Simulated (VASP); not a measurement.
Set up this calculation in VASP 6.6.1, as the native input.

```
Task                   : single point
Functional             : PBE
Potentials or basis    : VASP PAW PBE potentials, release 64 (Zn)
Cutoff                 : 520 eV
k mesh                 : 22 × 22 × 22
Occupations            : gaussian, width 0.15 eV
Spin                   : no spin polarisation
Dipole correction      : no
Further INCAR settings : ALGO = Fast; EDIFF = 1e-07; NBANDS = 12
```

The structure of Zn lies in POSCAR:

```
Zn
1.0
    0.5870902099      2.3953762774      2.3953762774
    2.3953762774      0.5870902099      2.3953762774
    2.3953762774      2.3953762774      0.5870902099
Zn
1
Direct
    0.0000000000      0.0000000000      0.0000000000
```

These files were run (other wordings do the same):

INCAR

```
SYSTEM = Zn
PREC     = Accurate       ! precision mode
ENCUT    = 520            ! plane-wave cutoff, eV
EDIFF    = 1E-7           ! SCF threshold, eV
ISMEAR   = 0              ! smearing method
SIGMA    = 0.15           ! smearing width, eV
LREAL    = .FALSE.        ! projectors in reciprocal space
LASPH    = .TRUE.         ! aspherical terms in the spheres
NELM     = 100            ! most SCF steps
ALGO     = Fast           ! electronic algorithm
ISIF     = 2              ! what is computed and relaxed
LWAVE    = .FALSE.        ! write WAVECAR
LCHARG   = .FALSE.        ! write CHGCAR
GGA      = PE             ! functional
NBANDS   = 12             ! bands
```

KPOINTS

```
Automatic mesh
0
G
  22 22 22
  0 0 0
```

Potentials or basis: VASP PAW PBE potentials, release 64 (Zn).

The run is started by

```console
$ cat potpaw_PBE.64/Zn/POTCAR > POTCAR
$ mpirun -np 1 vasp_std > vasp.out
```

Results of the run:

```
Pressure               : 0.0 GPa
Band gap on the k mesh : zero (bands 6 and 7 overlap by 6.06 eV)
```

It took 6.6 min on 1 thread of Intel(R) Xeon(R) Platinum 8259CL CPU @ 2.50GHz (Skylake/Cascade Lake), on a shared host, peak memory 0.33 GiB.
